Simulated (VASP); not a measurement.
# H23NO10 in VASP: a series of runs

H23NO10 is run at these levels: PBEsol; tasks: single point.

Program: VASP 6.6.1. These are calculated values, not measurements. Logs are shortened: lines on timing, memory, paths and dates and some standing lists are left out, and cuts for length are marked.

## (1) The cell of the first run

The cell holds an amorphous packing of atoms, 34 atoms: a = 6.732 Å, b = 6.732 Å, c = 6.732 Å, α = 90.00°, β = 90.00°, γ = 90.00°.

## (2) Single point, PBEsol

INCAR reads:

```
PREC = Accurate
ENCUT = 520
EDIFF = 1E-7
ISMEAR = -1
SIGMA = 0.05
LREAL = Auto
LASPH = T
NELM = 60
ALGO = Normal
ISIF = 2
LWAVE = F
LCHARG = F
GGA = PS
NBANDS = 67
```

KPOINTS reads:

```
Automatic mesh
0
Gamma
  1 1 1
```

POSCAR reads:

```
H23NO10
1.0
    6.7320510000      0.0000000000      0.0000000000
    0.0000000000      6.7320510000      0.0000000000
    0.0000000000      0.0000000000      6.7320510000
O H N
10 23 1
Direct
    0.8297174219      0.9009141493      0.5181927469
    0.8746220134      0.7021931355      0.1815939897
    0.2686996875      0.8265534530      0.8785732610
    0.8530386950      0.2643325192      0.7506330537
    0.0857688095      0.1345949399      0.0913837403
    0.6999501341      0.3228436624      0.2477848133
    0.4528783279      0.2617478685      0.9790626958
    0.4673018668      0.1982308215      0.5231689421
    0.2050638060      0.8234934643      0.4786951257
    0.1549602045      0.4940099236      0.7431761881
    0.7343378712      1.0061718190      0.4753974680
    0.7709091925      0.7373087340      0.7031883745
    0.7941264854      0.5846360938      0.2086139870
    0.8404273824      0.7921805702      0.2993144288
    0.2587324428      0.8649518549      0.7286189603
    0.2342822418      0.9341283956      0.9698233124
    0.9816324921      0.3381436059      0.7219493732
    0.8844258607      0.1284006910      0.6885717295
    0.2134862021      0.2006520747      0.0826791122
    0.0004159208      0.1958541312     -0.0124330609
    0.5961333329      0.2650009633      0.3410401971
    0.8323614898      0.2490474300      0.2505477157
    0.3990314393      0.3374305988      0.8618621576
    0.5691430442      0.3097718660      1.0484917598
    0.4094591678      0.0772424332      0.4839238443
    0.5350375391      0.1745827535      0.6468311069
    0.2029544934      0.7653091160      0.3390051561
    0.0547232931      0.8704479512      0.4767789192
    0.1486174124      0.6331354293      0.8087431304
    0.2409666831      0.5265557257      0.6235098338
    0.5712523568      0.6834915541      0.8526227742
    0.7507667426      0.5025362999      0.8123675831
    0.7883333029      0.7005294523      0.9618019828
    0.7198846236      0.6596058170      0.8254245252
```

Potentials or basis: VASP PAW PBE potentials, release 64 (O, H, N).

Run with:

```sh
cat potpaw_PBE.64/O/POTCAR potpaw_PBE.64/H/POTCAR potpaw_PBE.64/N/POTCAR > POTCAR
mpirun -np 1 vasp_gam > vasp.out
```

OUTCAR:

```text
PREC = Accurate
   ENCUT = 520
   EDIFF = 1E-7
   ISMEAR = -1
   LREAL = Auto
   LASPH = T
   NELM = 60
   ISIF = 2
   GGA = PS

 ion  position               nearest neighbor table
   1  0.830  0.901  0.518-  11 1.00
   2  0.875  0.702  0.182-  13 0.98  14 1.02
   3  0.269  0.827  0.879-  16 0.98  15 1.04
   4  0.853  0.264  0.751-  17 1.02  18 1.03
   5  0.086  0.135  0.091-  19 0.97  20 0.99
   6  0.700  0.323  0.248-  21 1.02  22 1.02
   7  0.453  0.262  0.979-  24 0.97  23 1.01
   8  0.467  0.198  0.523-  25 0.94  26 0.96
   9  0.205  0.823  0.479-  27 1.02  28 1.06
  10  0.155  0.494  0.743-  30 1.02  29 1.04
  11  0.734  0.006  0.475-   1 1.00
  12  0.771  0.737  0.703-  34 1.03
  13  0.794  0.585  0.209-   2 0.98
  14  0.840  0.792  0.299-   2 1.02
  15  0.259  0.865  0.729-   3 1.04
  16  0.234  0.934  0.970-   3 0.98
[... 15 lines left out ...]
  32  0.751  0.503  0.812-  34 1.08
  33  0.788  0.701  0.962-  34 1.06
  34  0.720  0.660  0.825-  31 1.03  12 1.03  33 1.06  32 1.08

  LATTYP: Found a simple cubic cell.
 ALAT       =     6.7320510000

  Lattice vectors:

 A1 = (   6.7320510000,   0.0000000000,   0.0000000000)
 A2 = (   0.0000000000,   6.7320510000,   0.0000000000)
 A3 = (   0.0000000000,   0.0000000000,   6.7320510000)

Analysis of symmetry for initial positions (statically):
=====================================================================
 Subroutine PRICEL returns:
 Original cell was already a primitive cell.

 Routine SETGRP: Setting up the symmetry group for a
 simple cubic supercell.

 Subroutine GETGRP returns: Found  1 space group operations
 (whereof  1 operations were pure point group operations)
 out of a pool of 48 trial point group operations.

The static configuration has the point symmetry C_1 .

Analysis of symmetry for dynamics (positions and initial velocities):
=====================================================================
 Subroutine PRICEL returns:
 Original cell was already a primitive cell.

 Routine SETGRP: Setting up the symmetry group for a
 simple cubic supercell.

 Subroutine GETGRP returns: Found  1 space group operations
 (whereof  1 operations were pure point group operations)
 out of a pool of 48 trial point group operations.

The dynamic configuration has the point symmetry C_1 .

 Subroutine INISYM returns: Found  1 space group operations
 (whereof  1 operations are pure point group operations),
 and found     1 'primitive' translations

----------------------------------------------------------------------------------------

                                     Primitive cell

  volume of cell :     305.1000

  direct lattice vectors                    reciprocal lattice vectors
     6.732051000  0.000000000  0.000000000     0.148543141  0.000000000  0.000000000
     0.000000000  6.732051000  0.000000000     0.000000000  0.148543141  0.000000000
     0.000000000  0.000000000  6.732051000     0.000000000  0.000000000  0.148543141

  length of vectors
     6.732051000  6.732051000  6.732051000     0.148543141  0.148543141  0.148543141

  position of ions in fractional coordinates (direct lattice)
     0.829717422  0.900914149  0.518192747
     0.874622013  0.702193135  0.181593990
     0.268699688  0.826553453  0.878573261
     0.853038695  0.264332519  0.750633054
     0.085768810  0.134594940  0.091383740
     0.699950134  0.322843662  0.247784813
[... 26 lines left out ...]
     0.788333303  0.700529452  0.961801983
     0.719884624  0.659605817  0.825424525

  ion indices of the primitive-cell ions
   primitive index   ion index
                 1           1
                 2           2
                 3           3
                 4           4
                 5           5
                 6           6
[... 26 lines left out ...]
                33          33
                34          34

----------------------------------------------------------------------------------------

 KPOINTS: Automatic mesh

Automatic generation of k-mesh.
 Grid dimensions read from file:
 generate k-points for:    1    1    1

 Generating k-lattice:

  Cartesian coordinates                     Fractional coordinates (reciprocal lattice)
     0.148543141  0.000000000  0.000000000     1.000000000  0.000000000  0.000000000
     0.000000000  0.148543141  0.000000000     0.000000000  1.000000000  0.000000000
     0.000000000  0.000000000  0.148543141     0.000000000  0.000000000  1.000000000

  Length of vectors
     0.148543141  0.148543141  0.148543141

  Shift w.r.t. Gamma in fractional coordinates (k-lattice)
     0.000000000  0.000000000  0.000000000

 Subroutine IBZKPT returns following result:
 ===========================================

 Found      1 irreducible k-points:

 Following reciprocal coordinates:
            Coordinates               Weight
  0.000000  0.000000  0.000000      1.000000
   k-points           NKPTS =      1   k-points in BZ     NKDIM =      1   number of bands    NBANDS=     67
   number of dos      NEDOS =    301   number of ions     NIONS =     34
   total plane-waves  NPLWV = 125000
   dimension x,y,z NGX =    50 NGY =   50 NGZ =   50
   dimension x,y,z NGXF=   100 NGYF=  100 NGZF=  100
   ions per type =              10  23   1
   NGX,Y,Z   is equivalent  to a cutoff of  12.35, 12.35, 12.35 a.u.
   NGXF,Y,Z  is equivalent  to a cutoff of  24.69, 24.69, 24.69 a.u.
 SYSTEM =  unknown system
   PREC   = accura    normal or accurate (medium, high low for compatibility)
   ISTART =      0    job   : 0-new  1-cont  2-samecut
   ICHARG =      2    charge: 1-file 2-atom 10-const
   ISPIN  =      1    spin polarized calculation?
   LNONCOLLINEAR =      F non collinear calculations
   LSORBIT =      F    spin-orbit coupling
   LASPH  =      T    aspherical Exc in radial PAW
   ENCUT  =  520.0 eV  38.22 Ry    6.18 a.u.  12.52 12.52 12.52*2*pi/ulx,y,z
   NELM   =     60;   NELMIN=  2; NELMDL= -5     # of ELM steps
   EDIFF  = 0.1E-06   stopping-criterion for ELM
   LREAL  =      T    real-space projection
   EDIFFG = 0.1E-05   stopping-criterion for IOM
   NSW    =      0    number of steps for IOM
   IBRION =     -1    ionic relax: 0-MD 1-quasi-New 2-CG
   NFREE  =      0    steps in history (QN), initial steepest desc. (CG)
   ISIF   =      2    stress and relaxation
   ISYM   =      2    0-nonsym 1-usesym 2-fastsym
   POTIM  = 0.5000    time-step for ionic-motion
   TEBEG  =    0.0;   TEEND  =   0.0 temperature during run
   PSTRESS=    0.0 pullay stress
   NELECT =      88.0000    total number of electrons
   NUPDOWN=      -1.0000    fix difference up-down
   EMIN   =  10.00;   EMAX   =-10.00  energy-range for DOS
   EFERMI =   0.00;   METHOD = LEGACY
   ISMEAR =    -1;   SIGMA  =   0.05  broadening in eV -4-tet -1-fermi 0-gaus
   EFERMI_NEDOS =   21; number of points for ismear=-14 and -15
   IALGO  =     38    algorithm
   IMIX   =      4    mixing-type and parameters
     AMIX     =   0.40;   BMIX     =  1.00
     AMIX_MAG =   1.60;   BMIX_MAG =  1.00
  volume/ion in A,a.u.               =       8.97        60.56
  Fermi-wavevector in a.u.,A,eV,Ry     =   1.081654  2.044030 15.918479  1.169975
  Thomas-Fermi vector in A             =   2.217676
   LORBIT       =      0    0 simple, 1 ext, 2 COOP (PROOUT), +10 PAW based schemes
   GGA     = PS    functional components
   LHFCALC =     F    Hartree Fock is set to
   AEXX    =    0.0000 exact exchange contribution
   IVDW    =     0    specifies the selected vdW correction
   LEPSILON=     F    determine dielectric tensor
   LRPA    =     F    only Hartree local field effects (RPA)
 non-spin polarized calculation
  energy-cutoff  :      520.00
  volume of cell :      305.10
 maximum number of plane-waves:      4109
 NGX is ok and might be reduce to    50
   NGX = 25   NGY = 25   NGZ = 25

 number of electron      87.9999999 magnetization

 Free energy of the ion-electron system (eV)
  ---------------------------------------------------
  ext. energy  EPLUGINS =         0.00000000
  ---------------------------------------------------
  free energy    TOTEN  =      -167.02663468 eV

  energy without entropy =     -167.02663468  energy(sigma->0) =     -167.02663468

 E-fermi :  -1.5326     XC(G=0):  -7.2556

 val. band max:       -2.7400406498   @ k =   0.0000   0.0000   0.0000
 cond. band min:       1.4451145192   @ k =   0.0000   0.0000   0.0000
 fundamental gap:      4.1851551690
 Fermi energy:        -1.5325896149

 k-point     1 :       0.0000    0.0000    0.0000
  band No.  band energies     occupation
      1     -22.8873      2.00000
      2     -21.8413      2.00000
      3     -21.5017      2.00000
      4     -21.2367      2.00000
      5     -21.2173      2.00000
      6     -21.1144      2.00000
[... 48 lines left out ...]
     55       6.6100      0.00000
     56       6.8557      0.00000
 [bands above 56 left out]

------------------------ aborting loop because EDIFF is reached ----------------------------------------

  FORCE on cell =-STRESS in cart. coord.  units (eV):
  Direction    XX          YY          ZZ          XY          YZ          ZX
  --------------------------------------------------------------------------------------
  -------------------------------------------------------------------------------------
  Total       -1.7116510     -0.2204357     -2.6454257      5.6624582     -0.4978401      1.1540749
  in kB       -8.9884251     -1.1575780    -13.8919738     29.7353738     -2.6143172      6.0604151
  external PRESSURE =      -8.0126590 kB  Pullay stress =       0.0000000 kB

 VOLUME and BASIS-vectors are now :
 -----------------------------------------------------------------------------
  energy-cutoff  :      520.00
  volume of cell :      305.10
      direct lattice vectors                 reciprocal lattice vectors
     6.732051000  0.000000000  0.000000000     0.148543141  0.000000000  0.000000000
     0.000000000  6.732051000  0.000000000     0.000000000  0.148543141  0.000000000
     0.000000000  0.000000000  6.732051000     0.000000000  0.000000000  0.148543141

 POSITION                                       TOTAL-FORCE (eV/Angst)
 -----------------------------------------------------------------------------------
      5.58570      6.06500      3.48850        -0.346134      0.858310     -0.185813
      5.88800      4.72720      1.22250        -0.035965      0.452115      0.034230
      1.80890      5.56440      5.91460         0.492087     -0.470481     -2.267935
      5.74270      1.77950      5.05330         1.035492     -1.379412     -0.395068
      0.57740      0.90610      0.61520        -1.188431     -0.451040      0.220603
      4.71210      2.17340      1.66810         1.435165     -0.149307     -0.317118
[... 26 lines left out ...]
      5.30710      4.71600      6.47490         0.432421      0.448997      0.155655
      4.84630      4.44050      5.55680        -0.259343     -2.108778      0.970171
 -----------------------------------------------------------------------------------
    total drift:                                0.002537     -0.000447      0.002102

  FREE ENERGIE OF THE ION-ELECTRON SYSTEM (eV)
  ---------------------------------------------------
  free  energy   TOTEN  =      -167.0266346828 eV

  energy  without entropy=     -167.0266346827  energy(sigma->0) =     -167.02663468
```

Wall time 37 s (1 thread of AMD EPYC 7R43 (Zen 3), shared host); peak memory 0.29 GiB.

What came out:

* Free energy: -167.0266 eV
* Pressure: -0.8 GPa
* Largest force: 3.135 eV/Å
* Band gap on the k mesh: 4.19 eV

Forces in eV/Å, atoms in the order of the input:
```
O   -0.346  0.858 -0.186
O   -0.036  0.452  0.034
O    0.492 -0.470 -2.268
O    1.035 -1.379 -0.395
O   -1.188 -0.451  0.221
O    1.435 -0.149 -0.317
O   -2.344 -0.562 -2.005
O    0.376  1.701 -0.263
O   -0.915 -0.122 -2.077
O    1.239  0.741 -1.000
H    0.767 -0.775  0.254
H    0.095  0.860 -0.909
H   -0.056 -0.803  0.469
H    0.242 -0.057  0.066
H    0.131 -0.084  1.992
H   -0.637  0.671 -0.141
H   -0.271  0.438  0.120
H   -0.785  0.681  0.286
H    1.041  0.763 -0.156
H    0.137 -0.218 -0.093
H    0.832  0.182  0.276
H   -1.391  0.483  0.107
H    0.472 -0.079  1.279
H    1.108  0.596  0.540
H   -1.456 -2.104 -0.463
H    0.576 -0.037  0.879
H    0.357  0.503  1.595
H    0.458  0.044  0.597
H    0.335 -0.921  0.108
H   -1.200 -0.337  0.958
H   -0.211  0.100 -0.354
H   -0.465  1.136 -0.278
H    0.432  0.449  0.156
N   -0.259 -2.109  0.970
```

Caveat: the k points lie up to 0.93 Å⁻¹ apart; the PAW data sets were made with another functional, which shifts forces and pressure a little.

(Part 1 of 2 ends here.)
